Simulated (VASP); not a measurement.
Set up this calculation in VASP 6.6.1, as the native input.

```yaml
Task: single point
Functional: PBEsol
Potentials_or_basis: VASP PAW PBE potentials, release 64 (Nb_sv, Cu, O)
Cutoff: 600 eV
k_mesh: 4 × 4 × 4
Occupations: gaussian, width 0.05 eV
Spin: collinear spin
Starting_moments: "[4.0, 0.0, 0.0, 0.0, 0.0, 0.0, 0.0, 0.0, 0.0, 0.0, 0.0, 0.0] μB"
Dipole_correction: no
Further_INCAR_settings: ALGO = Normal; EDIFF = 1e-06; NBANDS = 73
```

The structure of NbCu7O4 lies in POSCAR:

```
NbCu7O4
1.0
    0.0000000000      4.2696000000      4.2696000000
    4.2696000000      0.0000000000      4.2696000000
    4.2696000000      4.2696000000      0.0000000000
Nb Cu O
1 7 4
Direct
    0.1250000000      0.1250000000      0.1250000000
    0.6250000000      0.6250000000      0.6250000000
    0.1250000000      0.1250000000      0.6250000000
    0.6250000000      0.6250000000      0.1250000000
    0.6250000000      0.1250000000      0.1250000000
    0.1250000000      0.6250000000      0.6250000000
    0.1250000000      0.6250000000      0.1250000000
    0.6250000000      0.1250000000      0.6250000000
    0.9913073566      0.9913073566      0.9913073566
    0.5024377478      0.5024377478      0.5024377478
    0.2586926434      0.2586926434      0.2586926434
    0.7475622522      0.7475622522      0.7475622522
```

The input as run:

INCAR

```
SYSTEM = NbCu7O4
PREC = Accurate
ENCUT = 600
EDIFF = 1E-6
ISMEAR = 0
SIGMA = 0.05
LREAL = .FALSE.
LASPH = .TRUE.
NELM = 200
ALGO = Normal
ISIF = 2
LWAVE = .FALSE.
LCHARG = .FALSE.
ISPIN = 2
MAGMOM = 4 0 0 0 0 0 0 0 0 0 0 0
LORBIT = 11
LMAXMIX = 4
GGA = PS
NBANDS = 73
GGA_COMPAT = .FALSE.
```

KPOINTS

```
Automatic mesh
0
G
  4 4 4
  0 0 0
```

Potentials or basis: VASP PAW PBE potentials, release 64 (Nb_sv, Cu, O).

Run with:

```sh
$ cat potpaw_PBE.64/Nb_sv/POTCAR potpaw_PBE.64/Cu/POTCAR potpaw_PBE.64/O/POTCAR > POTCAR
$ mpirun -np 1 vasp_std > vasp.out
```

Results of the run:

```json
{
 "Pressure": "1.4 GPa",
 "Largest force": "0.221 eV/Å",
 "Net moment": "0.87 μB per cell",
 "Site moments": "Nb +0.38; Cu +0.01, +0.05 (each value once); O +0.00, +0.03 (each value once) μB",
 "Valence electrons inside the program's atomic spheres": "Nb 10.56; Cu 10.03, 9.97 (each value once); O 5.07, 4.99 (each value once)"
}
```

Caveat: a moment this small can come from the mesh or the smearing; the PAW data sets were made with another functional, which shifts forces and pressure a little.

It took 21 min on 1 thread of Intel Xeon 8259CL (shared host), peak memory 0.57 GiB.
